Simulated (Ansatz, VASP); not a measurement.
Ir: VASP beside Ansatz

INCAR

```
SYSTEM = Ir
PREC = Accurate
ENCUT = 500
EDIFF = 1E-6
ISMEAR = -1
SIGMA = 0.1
LREAL = .FALSE.
LASPH = .TRUE.
NELM = 120
ALGO = Normal
ISIF = 2
LWAVE = .FALSE.
LCHARG = .FALSE.
GGA = CA
NBANDS = 10
GGA_COMPAT = .FALSE.
```

The input KPOINTS:

```
Automatic mesh
0
G
  23 23 23
  0 0 0
```

POSCAR

```
Ir
1.0
    0.0000000000      1.9060927673      1.9060927673
    1.9060927673      0.0000000000      1.9060927673
    1.9060927673      1.9060927673      0.0000000000
Ir
1
Direct
    0.0000000000      0.0000000000      0.0000000000
```

Input for Ansatz:

```yaml
crystal:
  lattice:
    - [0.0, 1.9060927673, 1.9060927673]
    - [1.9060927673, 0.0, 1.9060927673]
    - [1.9060927673, 1.9060927673, 0.0]
  atoms:
    - { symbol: Ir, position: [0.0, 0.0, 0.0] }
hamiltonian:
  xc: lda
  pseudopotentials:
    kind: paw
    azcp:
      Ir: "pseudopotentials/Ir.paw.azcp"
basis:
  ecutwfc: 420
  fft_grid_basis: typed
kpoints:
  mp_grid: { grid: [23, 23, 23], shift: [0, 0, 0] }
magnetization:
  spin_polarized: false
scf:
  occupations: { method: fermi_dirac, width: 0.1 }
output:
  stress: true
```

Alike in both runs: task single point; functional LDA; k mesh 23 × 23 × 23; occupations fermi-dirac, width 0.1 eV; no spin polarisation.

```csv
,VASP,Ansatz
version,VASP 6.6.1,Ansatz 0.2.0
potentials or method,"VASP PAW LDA potentials, release 64 (Ir), cutoff 500 eV","plane waves (420 eV) with PAW, scalar-relativistic"
valence electrons in the cell,9,17
```

Ansatz gave:

| Property | Result |
| --- | --- |
| pressure (GPa) | -0.2 |

What did VASP give for the same quantities?

Pressure (GPa): 2.4.

Ansatz warns that its potentials were made for another functional, while VASP's fit it. LDA's correlation is that of Perdew and Zunger in VASP and of Perdew and Wang (1992) in Ansatz. VASP's potentials hold 9 valence electrons a cell and Ansatz's 17, so a difference there can come from the potentials and not from the codes.

Spin-orbit coupling is off throughout.
